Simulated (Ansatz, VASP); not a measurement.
## Sn3PbSe4: VASP beside Ansatz

```
Sn Pb Se
1.0
     4.31502   -6.10276    0.00000
     4.31502    6.10276    0.00000
     0.00000    0.00000    4.31536
Sn Pb Se
3 1 4
Direct
  0.00000 0.50000 0.00000
  0.00000 0.00000 0.50000
  0.50000 0.00000 0.00000
  0.50000 0.50000 0.50000
  0.75532 0.75532 0.00000
  0.75263 0.24737 0.50000
  0.24468 0.24468 0.00000
  0.24737 0.75263 0.50000
```

Alike in both runs: functional PBE; k mesh 6 × 6 × 8; occupations gaussian, width 0.01 eV; no spin polarisation.

Ansatz relaxed the structure, and its values are those at the end. VASP's run is a single point on that final structure, the one shown.

|  | VASP | Ansatz |
| --- | --- | --- |
| version | VASP 6.6.1 | Ansatz 0.2.0 |
| potentials or method | VASP PAW PBE potentials, release 64 (Sn_d, Pb_d, Se), cutoff 520 eV | scalar-relativistic, plane waves, PAW |
| valence electrons in the cell | 80 | 120 |

```csv
,VASP,Ansatz,Ansatz less VASP
gap on the k mesh at the Fermi level (eV),0.09,0.09,+0.002
least direct gap on the mesh (eV),0.09,0.09,+0.002
pressure (GPa),0.0,0.0,+0.01
```

The functional is the same, so the differences come from potentials, cutoffs and numerics. VASP's potentials hold 80 valence electrons a cell and Ansatz's 120, so a difference there can come from the potentials and not from the codes.

Spin-orbit coupling is off throughout.
